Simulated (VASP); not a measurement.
# GePt in VASP: notebook

Runs on GePt. Level: PBE. Tasks: single point.

All numbers are computed with VASP 6.6.1; they aren't measurements. Logs are shortened: lines on timing, memory, paths and dates and some standing lists are left out, and cuts for length are marked.

### Step 1. The cell of the first run

The structure is cubic, space group Pm-3m (No. 221). The conventional cell has a = 3.191 Å, b = 3.191 Å, c = 3.191 Å, α = 90.00°, β = 90.00°, γ = 90.00°. Ge (site symmetry m-3m) has 8 Pt at 2.76 Å and 6 Ge at 3.19 Å within 3.6 Å. Within 3.6 Å of Pt (site symmetry m-3m) lie 8 Ge at 2.76 Å and 6 Pt at 3.19 Å.

### Step 2. Single point, PBE

INCAR reads:

```
  PREC = Accurate
  ENCUT = 500
  EDIFF = 1E-6
  ISMEAR = 0
  SIGMA = 0.2
  LREAL = F
  LASPH = T
  NELM = 120
  ALGO = Normal
  ISIF = 2
  LWAVE = F
  LCHARG = F
  GGA = PE
  NBANDS = 19
  GGA_COMPAT = F
```

KPOINTS reads:

```
regular mesh
0
Gamma
  6 6 6
```

POSCAR reads:

```
GePt
1.0
    3.1914000590      0.0000000000      0.0000000000
    0.0000000000      3.1914000590      0.0000000000
    0.0000000000      0.0000000000      3.1914000590
Ge Pt
1 1
Direct
    0.0000000000      0.0000000000      0.0000000000
    0.5000000000      0.5000000000      0.5000000000
```

Potentials or basis: VASP PAW PBE potentials, release 64 (Ge_d, Pt).

Run with:

```console
cat potpaw_PBE.64/Ge_d/POTCAR potpaw_PBE.64/Pt/POTCAR > POTCAR
mpirun -np 1 vasp_std > vasp.out
```

OUTCAR:

```text
PREC = Accurate
   ENCUT = 500
   EDIFF = 1E-6
   ISMEAR = 0
   LREAL = F
   LASPH = T
   NELM = 120
   ISIF = 2
   GGA = PE

 ion  position               nearest neighbor table
   1  0.000  0.000  0.000-   2 2.76   2 2.76   2 2.76   2 2.76   2 2.76   2 2.76   2 2.76   2 2.76

   2  0.500  0.500  0.500-   1 2.76   1 2.76   1 2.76   1 2.76   1 2.76   1 2.76   1 2.76   1 2.76

  LATTYP: Found a simple cubic cell.
 ALAT       =     3.1914000590

  Lattice vectors:

 A1 = (   3.1914000590,   0.0000000000,   0.0000000000)
 A2 = (   0.0000000000,   3.1914000590,   0.0000000000)
 A3 = (   0.0000000000,   0.0000000000,   3.1914000590)

Analysis of symmetry for initial positions (statically):
=====================================================================
 Subroutine PRICEL returns:
 Original cell was already a primitive cell.

 Routine SETGRP: Setting up the symmetry group for a
 simple cubic supercell.

 Subroutine GETGRP returns: Found 48 space group operations
 (whereof 48 operations were pure point group operations)
 out of a pool of 48 trial point group operations.

The static configuration has the point symmetry O_h .

Analysis of symmetry for dynamics (positions and initial velocities):
=====================================================================
 Subroutine PRICEL returns:
 Original cell was already a primitive cell.

 Routine SETGRP: Setting up the symmetry group for a
 simple cubic supercell.

 Subroutine GETGRP returns: Found 48 space group operations
 (whereof 48 operations were pure point group operations)
 out of a pool of 48 trial point group operations.

The dynamic configuration has the point symmetry O_h .

 Subroutine INISYM returns: Found 48 space group operations
 (whereof 48 operations are pure point group operations),
 and found     1 'primitive' translations

----------------------------------------------------------------------------------------

                                     Primitive cell

  volume of cell :      32.5045

  direct lattice vectors                    reciprocal lattice vectors
     3.191400059  0.000000000  0.000000000     0.313342101  0.000000000  0.000000000
     0.000000000  3.191400059  0.000000000     0.000000000  0.313342101  0.000000000
     0.000000000  0.000000000  3.191400059     0.000000000  0.000000000  0.313342101

  length of vectors
     3.191400059  3.191400059  3.191400059     0.313342101  0.313342101  0.313342101

  position of ions in fractional coordinates (direct lattice)
     0.000000000  0.000000000  0.000000000
     0.500000000  0.500000000  0.500000000

  ion indices of the primitive-cell ions
   primitive index   ion index
                 1           1
                 2           2

----------------------------------------------------------------------------------------

 KPOINTS: regular mesh

Automatic generation of k-mesh.
 Grid dimensions read from file:
 generate k-points for:    6    6    6

 Generating k-lattice:

  Cartesian coordinates                     Fractional coordinates (reciprocal lattice)
     0.052223684  0.000000000  0.000000000     0.166666667  0.000000000  0.000000000
     0.000000000  0.052223684  0.000000000     0.000000000  0.166666667  0.000000000
     0.000000000  0.000000000  0.052223684     0.000000000  0.000000000  0.166666667

  Length of vectors
     0.052223684  0.052223684  0.052223684

  Shift w.r.t. Gamma in fractional coordinates (k-lattice)
     0.000000000  0.000000000  0.000000000

 Subroutine IBZKPT returns following result:
 ===========================================

 Found     20 irreducible k-points:

 Following reciprocal coordinates:
            Coordinates               Weight
  0.000000  0.000000  0.000000      1.000000
  0.166667  0.000000  0.000000      6.000000
  0.333333  0.000000  0.000000      6.000000
  0.500000  0.000000  0.000000      3.000000
  0.166667  0.166667  0.000000     12.000000
  0.333333  0.166667  0.000000     24.000000
[... 12 lines left out ...]
  0.500000  0.500000  0.333333      6.000000
  0.500000  0.500000  0.500000      1.000000
   k-points           NKPTS =     20   k-points in BZ     NKDIM =     20   number of bands    NBANDS=     19
   number of dos      NEDOS =    301   number of ions     NIONS =      2
   total plane-waves  NPLWV =  13824
   dimension x,y,z NGX =    24 NGY =   24 NGZ =   24
   dimension x,y,z NGXF=    48 NGYF=   48 NGZF=   48
   ions per type =               1   1
   NGX,Y,Z   is equivalent  to a cutoff of  12.50, 12.50, 12.50 a.u.
   NGXF,Y,Z  is equivalent  to a cutoff of  25.00, 25.00, 25.00 a.u.
 SYSTEM =  unknown system
   PREC   = accura    normal or accurate (medium, high low for compatibility)
   ISTART =      0    job   : 0-new  1-cont  2-samecut
   ICHARG =      2    charge: 1-file 2-atom 10-const
   ISPIN  =      1    spin polarized calculation?
   LNONCOLLINEAR =      F non collinear calculations
   LSORBIT =      F    spin-orbit coupling
   LASPH  =      T    aspherical Exc in radial PAW
   ENCUT  =  500.0 eV  36.75 Ry    6.06 a.u.   5.82  5.82  5.82*2*pi/ulx,y,z
   NELM   =    120;   NELMIN=  2; NELMDL= -5     # of ELM steps
   EDIFF  = 0.1E-05   stopping-criterion for ELM
   LREAL  =      F    real-space projection
   EDIFFG = 0.1E-04   stopping-criterion for IOM
   NSW    =      0    number of steps for IOM
   IBRION =     -1    ionic relax: 0-MD 1-quasi-New 2-CG
   NFREE  =      0    steps in history (QN), initial steepest desc. (CG)
   ISIF   =      2    stress and relaxation
   ISYM   =      2    0-nonsym 1-usesym 2-fastsym
   POTIM  = 0.5000    time-step for ionic-motion
   TEBEG  =    0.0;   TEEND  =   0.0 temperature during run
   PSTRESS=    0.0 pullay stress
   NELECT =      24.0000    total number of electrons
   NUPDOWN=      -1.0000    fix difference up-down
   EMIN   =  10.00;   EMAX   =-10.00  energy-range for DOS
   EFERMI =   0.00;   METHOD = LEGACY
   ISMEAR =     0;   SIGMA  =   0.20  broadening in eV -4-tet -1-fermi 0-gaus
   EFERMI_NEDOS =   21; number of points for ismear=-14 and -15
   IALGO  =     38    algorithm
   IMIX   =      4    mixing-type and parameters
     AMIX     =   0.40;   BMIX     =  1.00
     AMIX_MAG =   1.60;   BMIX_MAG =  1.00
  volume/ion in A,a.u.               =      16.25       109.68
  Fermi-wavevector in a.u.,A,eV,Ry     =   1.479667  2.796165 29.788793  2.189415
  Thomas-Fermi vector in A             =   2.593796
   LORBIT       =      0    0 simple, 1 ext, 2 COOP (PROOUT), +10 PAW based schemes
   GGA     = PE    functional components
   LHFCALC =     F    Hartree Fock is set to
   AEXX    =    0.0000 exact exchange contribution
   IVDW    =     0    specifies the selected vdW correction
   LEPSILON=     F    determine dielectric tensor
   LRPA    =     F    only Hartree local field effects (RPA)
 non-spin polarized calculation
 Gauss-broadening in eV      SIGMA  =   0.20
  energy-cutoff  :      500.00
  volume of cell :       32.50
 maximum number of plane-waves:       840
 NGX is ok and might be reduce to    24

 number of electron      23.9999991 magnetization

 Free energy of the ion-electron system (eV)
  ---------------------------------------------------
  ext. energy  EPLUGINS =         0.00000000
  ---------------------------------------------------
  free energy    TOTEN  =       -10.81106258 eV

  energy without entropy =      -10.78552783  energy(sigma->0) =      -10.79829520

 E-fermi :   9.4264     XC(G=0): -12.5423

 val. band max:        9.3797014586   @ k =   0.5000   0.5000   0.0000
 cond. band min:       9.5039282290   @ k =   0.5000   0.3333   0.1667
 fundamental gap:      0.1242267704
 Fermi energy:         9.4264037565

 k-point     1 :       0.0000    0.0000    0.0000
  band No.  band energies     occupation
      1     -15.5017      2.00000
      2     -15.5017      2.00000
      3     -15.4530      2.00000
      4     -15.4530      2.00000
      5     -15.4530      2.00000
      6      -3.3022      2.00000
[... 11 lines left out ...]
     18      26.5014      0.00000
     19      26.5014      0.00000

 k-point     2 :       0.1667    0.0000    0.0000
  band No.  band energies     occupation
      1     -15.5006      2.00000
      2     -15.4886      2.00000
      3     -15.4564      2.00000
      4     -15.4564      2.00000
      5     -15.4522      2.00000
      6      -2.8605      2.00000
[... 11 lines left out ...]
     18      24.6407      0.00000
     19      24.6407      0.00000

 k-point     3 :       0.3333    0.0000    0.0000
  band No.  band energies     occupation
      1     -15.4984      2.00000
      2     -15.4631      2.00000
      3     -15.4631      2.00000
      4     -15.4625      2.00000
      5     -15.4507      2.00000
      6      -1.6031      2.00000
[... 11 lines left out ...]
     18      21.0443      0.00000
     19      21.0844      0.00000

 k-point     4 :       0.5000    0.0000    0.0000
  band No.  band energies     occupation
      1     -15.4973      2.00000
      2     -15.4664      2.00000
      3     -15.4664      2.00000
      4     -15.4499      2.00000
      5     -15.4494      2.00000
      6      -0.2384      2.00000
[... 11 lines left out ...]
     18      18.7837      0.00000
     19      18.9966      0.00000

 k-point     5 :       0.1667    0.1667    0.0000
  band No.  band energies     occupation
      1     -15.4938      2.00000
      2     -15.4815      2.00000
      3     -15.4606      2.00000
      4     -15.4571      2.00000
      5     -15.4549      2.00000
      6      -2.4386      2.00000
[... 11 lines left out ...]
     18      21.4364      0.00000
     19      23.9002      0.00000
[... 246 lines left out ...]
      2     -15.4762      2.00000
      3     -15.4762      2.00000
      4     -15.4396      2.00000
      5     -15.4396      2.00000
      6       0.6469      2.00000
[... 11 lines left out ...]
     18      21.4117      0.00000
     19      26.9688      0.00000

 k-point    18 :       0.5000    0.3333    0.3333
  band No.  band energies     occupation
      1     -15.4840      2.00000
      2     -15.4797      2.00000
      3     -15.4765      2.00000
      4     -15.4393      2.00000
      5     -15.4263      2.00000
      6       1.2226      2.00000
[... 11 lines left out ...]
     18      19.6203      0.00000
     19      27.6761      0.00000

 k-point    19 :       0.5000    0.5000    0.3333
  band No.  band energies     occupation
      1     -15.4862      2.00000
      2     -15.4804      2.00000
      3     -15.4804      2.00000
      4     -15.4326      2.00000
      5     -15.4193      2.00000
      6       1.7715      2.00000
[... 11 lines left out ...]
     18      16.7277      0.00000
     19      29.5923      0.00000

 k-point    20 :       0.5000    0.5000    0.5000
  band No.  band energies     occupation
      1     -15.4839      2.00000
      2     -15.4839      2.00000
      3     -15.4839      2.00000
      4     -15.4190      2.00000
      5     -15.4190      2.00000
      6       3.2192      2.00000
[... 11 lines left out ...]
     18      13.5530      0.00000
     19      34.8861      0.00000

------------------------ aborting loop because EDIFF is reached ----------------------------------------

  FORCE on cell =-STRESS in cart. coord.  units (eV):
  Direction    XX          YY          ZZ          XY          YZ          ZX
  --------------------------------------------------------------------------------------
  -------------------------------------------------------------------------------------
  Total        0.0693109      0.0693109      0.0693109     -0.0000000     -0.0000000     -0.0000000
  in kB        3.4163978      3.4163978      3.4163978     -0.0000000     -0.0000000     -0.0000000
  external PRESSURE =       3.4163978 kB  Pullay stress =       0.0000000 kB

 VOLUME and BASIS-vectors are now :
 -----------------------------------------------------------------------------
  energy-cutoff  :      500.00
  volume of cell :       32.50
      direct lattice vectors                 reciprocal lattice vectors
     3.191400059  0.000000000  0.000000000     0.313342101  0.000000000  0.000000000
     0.000000000  3.191400059  0.000000000     0.000000000  0.313342101  0.000000000
     0.000000000  0.000000000  3.191400059     0.000000000  0.000000000  0.313342101

 POSITION                                       TOTAL-FORCE (eV/Angst)
 -----------------------------------------------------------------------------------
      0.00000      0.00000      0.00000         0.000000      0.000000      0.000000
      1.59570      1.59570      1.59570         0.000000      0.000000      0.000000
 -----------------------------------------------------------------------------------
    total drift:                                0.000000      0.000000     -0.000000

  FREE ENERGIE OF THE ION-ELECTRON SYSTEM (eV)
  ---------------------------------------------------
  free  energy   TOTEN  =       -10.8110625777 eV

  energy  without entropy=      -10.7855278273  energy(sigma->0) =      -10.79829520
```

Run time: 7.2 s. Hardware: 1 thread of Intel Xeon 6975P-C, shared host; peak memory 0.14 GiB.

Results:

- Free energy: -10.8111 eV
- Pressure: 0.3 GPa
- Band gap on the k mesh: zero (band 12 reaches 11.95 eV, above the bottom of band 13 at 8.32 eV)

Levels at points of the mesh, in eV from the Fermi level:
```tsv
k point	band 9	band 10	band 11	band 12	band 13	band 14	band 15	band 16
(0.00, 0.00, 0.00)	-2.22	-2.22	-2.22	1.85	1.85	1.85	4.39	9.96
(0.50, 0.00, 0.00)	-3.78	-3.78	-2.13	-0.95	6.64	6.64	7.54	7.88
(0.50, 0.50, 0.00)	-3.92	-3.07	-3.07	-1.22	-0.05	1.06	5.00	11.10
(0.50, 0.50, 0.50)	-5.41	-1.16	-1.16	2.52	2.52	2.52	4.07	4.07
```

Caveat: spin-orbit coupling is left out, which moves the levels of the heavy elements.

### Step 3. Single point, PBE

This run uses another cell than the first one, of 16.35 Å³/atom, 1.006 times its volume.

INCAR reads:

```
PREC = Accurate ; ENCUT = 500
EDIFF = 1E-6 ; ISMEAR = 0
SIGMA = 0.2 ; LREAL = False
LASPH = True ; NELM = 120
ALGO = Normal ; ISIF = 2
LWAVE = False ; LCHARG = False
GGA = PE ; NBANDS = 19
GGA_COMPAT = False
```

KPOINTS is that of step 2.

POSCAR reads:

```
GePt
1.0
    3.1980160741      0.0000000000      0.0000000000
    0.0000000000      3.1980160741      0.0000000000
    0.0000000000      0.0000000000      3.1980160741
Ge Pt
1 1
Direct
    0.5000000000      0.5000000000      0.5000000000
    0.0000000000      0.0000000000      0.0000000000
```

Potentials or basis: VASP PAW PBE potentials, release 64 (Ge_d, Pt).

Run with:

```console
cat potpaw_PBE.64/Ge_d/POTCAR potpaw_PBE.64/Pt/POTCAR > POTCAR
mpirun -np 1 vasp_std > vasp.out
```

It took 7.8 s on 1 thread of Intel Xeon 6975P-C, shared host; peak memory 0.14 GiB.

It converged, with:

| Property | Result |
| --- | --- |
| Free energy | -10.8111 eV |
| Pressure | -0.5 GPa |
| Band gap on the k mesh | zero (band 12 reaches 11.87 eV, above the bottom of band 13 at 8.21 eV) |

Levels at points of the mesh, in eV from the Fermi level:
```csv
k point,band 8,band 9,band 10,band 11,band 12,band 13,band 14,band 15,band 16,band 17
"(0.00, 0.00, 0.00)",-4.64,-2.20,-2.20,-2.20,1.86,1.86,1.86,4.33,9.94,9.94
"(0.50, 0.00, 0.00)",-4.25,-3.74,-3.74,-2.10,-0.94,6.60,6.60,7.55,7.85,9.35
"(0.50, 0.50, 0.00)",-3.88,-3.88,-3.04,-3.04,-1.21,-0.06,1.06,4.98,11.09,11.09
"(0.50, 0.50, 0.50)",-6.15,-5.41,-1.14,-1.14,2.54,2.54,2.54,4.05,4.05,4.05
```

Caveat: spin-orbit coupling is left out, which moves the levels of the heavy elements.

### Step 4. Single point, PBE

This run uses another cell than the first one, of 16.39 Å³/atom, 1.008 times its volume.

INCAR reads:

```
SYSTEM = GePt
PREC = Accurate
ENCUT = 500
EDIFF = 1E-6
ISMEAR = 0
SIGMA = 0.2
LREAL = .False.
LASPH = .True.
NELM = 120
ALGO = Normal
ISIF = 2
LWAVE = .False.
LCHARG = .False.
GGA = PE
NBANDS = 19
GGA_COMPAT = .False.
```

KPOINTS reads:

```
regular mesh
0
Gamma
  6 6 6
  0 0 0
```

POSCAR reads:

```
GePt
1.0
    3.2002850092      0.0000000000      0.0000000000
    0.0000000000      3.2002850092      0.0000000000
    0.0000000000      0.0000000000      3.2002850092
Ge Pt
1 1
Direct
    0.5000000000      0.5000000000      0.5000000000
    0.0000000000      0.0000000000      0.0000000000
```

Run with:

```console
cat potpaw_PBE.64/Ge_d/POTCAR potpaw_PBE.64/Pt/POTCAR > POTCAR
mpirun -np 1 vasp_std > vasp.out
```

Run time: 7.9 s. Hardware: 1 thread of Intel Xeon 6975P-C, shared host; peak memory 0.14 GiB.

The run converged. Its results:

| Quantity | Value |
| --- | --- |
| Free energy | -10.8109 eV |
| Pressure | -0.8 GPa |
| Band gap on the k mesh | zero (band 12 reaches 11.84 eV, above the bottom of band 13 at 8.18 eV) |

Levels at points of the mesh, in eV from the Fermi level:
```
           k point  band 8  band 9  band 10  band 11  band 12  band 13  band 14  band 15  band 16  band 17
(0.00, 0.00, 0.00)   -4.63   -2.19    -2.19    -2.19     1.86     1.86     1.86     4.32     9.93     9.93
(0.50, 0.00, 0.00)   -4.24   -3.73    -3.73    -2.09    -0.93     6.59     6.59     7.56     7.84     9.34
(0.50, 0.50, 0.00)   -3.86   -3.86    -3.02    -3.02    -1.20    -0.06     1.05     4.98    11.08    11.08
(0.50, 0.50, 0.50)   -6.13   -5.41    -1.14    -1.14     2.55     2.55     2.55     4.05     4.05     4.05
```

Caveat: spin-orbit coupling is left out, which moves the levels of the heavy elements.

### Step 5. Single point, PBE

This run uses another cell than the first one, of the same volume but with other edges.

INCAR reads:

```
PREC     = Accurate       # precision mode
ENCUT    = 500            # plane-wave cutoff, eV
EDIFF    = 1E-6           # SCF threshold, eV
ISMEAR   = 0              # smearing method
SIGMA    = 0.2            # smearing width, eV
LREAL    = F              # projectors in reciprocal space
LASPH    = T              # aspherical terms in the spheres
NELM     = 120            # most SCF steps
ALGO     = Normal         # electronic algorithm
ISIF     = 2              # what is computed and relaxed
LWAVE    = F              # write WAVECAR
LCHARG   = F              # write CHGCAR
GGA      = PE             # functional
NBANDS   = 19             # bands
GGA_COMPAT= F
```

KPOINTS reads:

```
Automatic mesh
0
Gamma
  6 6 5
```

POSCAR reads:

```
GePt
1.0
    3.1506591690      0.0000000000      0.0000000000
    0.0000000000      3.1506591690      0.0000000000
    0.0000000000      0.0000000000      3.2767982668
Ge Pt
1 1
Direct
    0.0000000000      0.0000000000      0.5000000000
    0.5000000000      0.5000000000      0.0000000000
```

Run with:

```console
cat potpaw_PBE.64/Ge_d/POTCAR potpaw_PBE.64/Pt/POTCAR > POTCAR
mpirun -np 1 vasp_std > vasp.out
```

It took 6.4 s on 1 thread of Intel Xeon 6975P-C, shared host; peak memory 0.15 GiB.

It converged, with:

```
Free energy            : -10.8547 eV
Pressure               : 0.2 GPa
Band gap on the k mesh : zero (band 12 reaches 10.92 eV, above the bottom of band 13 at 8.33 eV)
```

Stress tensor (GPa, compression positive):
```
 0.29  0.00  0.00
 0.00  0.29  0.00
 0.00  0.00 -0.10
```

Levels at points of the mesh, in eV from the Fermi level:
```tsv
k point	band 10	band 11	band 12	band 13	band 14	band 15
(0.00, 0.00, 0.00)	-2.23	-2.07	1.27	2.24	2.24	4.39
(0.50, 0.00, 0.00)	-3.61	-2.12	-0.74	6.45	6.88	7.19
(0.50, 0.50, 0.00)	-3.18	-3.18	-1.06	-0.08	1.43	4.65
```

Caveat: the k points lie up to 0.38 Å⁻¹ apart; spin-orbit coupling is left out, which moves the levels of the heavy elements.

### Step 6. Overview

| cell | k mesh | gap on the mesh (eV) | pressure (GPa) |
| --- | --- | --- | --- |
| a = 3.191 Å, 2 atoms | 6 × 6 × 6 | none | 0.3 |
| a = 3.198 Å, 2 atoms | 6 × 6 × 6 | none | -0.5 |
| a = 3.200 Å, 2 atoms | 6 × 6 × 6 | none | -0.8 |
| a = 3.151, b = 3.151, c = 3.277 Å, 2 atoms | 6 × 6 × 5 | none | 0.2 |

Alike in all rows: task single point; level PBE; potentials or basis VASP PAW PBE potentials, release 64 (Ge_d, Pt); no spin polarisation; cutoff (eV) 500; smearing gaussian 0.2 eV.

Caveats: some runs use coarse meshes; spin-orbit coupling is left out, which moves the levels of the heavy elements.

Total energies depend on the potentials used, so only differences within one code and one set of settings carry meaning.
